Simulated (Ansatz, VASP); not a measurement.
**One calculation of Cd3Fe, two programs**

INCAR

```
ALGO = Fast
EDIFF = 1E-6
ENCUT = 520
GGA = PE
ISIF = 2
ISMEAR = 0
ISPIN = 2
LASPH = True
LCHARG = False
LMAXMIX = 4
LORBIT = 11
LREAL = False
LWAVE = False
MAGMOM = 0 0 0 0.5
NBANDS = 34
NELM = 150
PREC = Accurate
SIGMA = 0.1
```

The input KPOINTS:

```
k-points
0
Gamma
  12 12 12
```

File POSCAR:

```
Cd3Fe
1.0
    0.0000000000      3.3620524758      3.3620524758
    3.3620524758      0.0000000000      3.3620524758
    3.3620524758      3.3620524758      0.0000000000
Cd Fe
3 1
Direct
    0.2500000000      0.2500000000      0.2500000000
    0.7500000000      0.7500000000      0.7500000000
    0.5000000000      0.5000000000      0.5000000000
    0.0000000000      0.0000000000      0.0000000000
```

Input for Ansatz:

```yaml
crystal:
  lattice:
    - [0.0, 3.3620524758, 3.3620524758]
    - [3.3620524758, 0.0, 3.3620524758]
    - [3.3620524758, 3.3620524758, 0.0]
  atoms:
    - { symbol: Cd, position: [0.25, 0.25, 0.25] }
    - { symbol: Cd, position: [0.75, 0.75, 0.75] }
    - { symbol: Cd, position: [0.5, 0.5, 0.5] }
    - { symbol: Fe, position: [0.0, 0.0, 0.0], spin: 0.5 }
basis:
  ecutwfc: 420
kpoints:
  mp_grid: { grid: [12, 12, 12] }
hamiltonian:
  xc: pbe
scf:
  occupations: { method: gaussian, width: 0.1 }
  lower_state_search: "off"
output:
  forces: true
  stress: true
  eigenvalues: true
  populations: true
magnetization:
  spin_polarized: true
```

Alike in both runs: task single point; functional PBE; k mesh 12 × 12 × 12; occupations gaussian, width 0.1 eV; collinear spin.

```csv
,VASP,Ansatz
version,VASP 6.6.1,Ansatz 0.2.0
potentials or method,"VASP PAW PBE potentials, release 64 (Cd, Fe), cutoff 520 eV","scalar-relativistic, plane waves, PAW"
valence electrons in the cell,44,76
```

|  | VASP | Ansatz | Ansatz less VASP |
| --- | --- | --- | --- |
| gap on the k mesh at the Fermi level (eV) | none | none | - |
| pressure (GPa) | 0.4 | 0.0 | -0.42 |
| net moment per atom (μB) | 0.64 | 0.65 | +0.002 |
| size of the moment on the site where the two differ most (μB) | 2.65 | 2.70 | +0.047 |

Site moments also hang on the region over which each program counts them. A gap of «none» marks a metal or a gap that the smearing closes. With one functional, cell and mesh, what is left measures potentials, basis and numerics. VASP's potentials hold 44 valence electrons a cell and Ansatz's 76, so a difference there can come from the potentials and not from the codes.
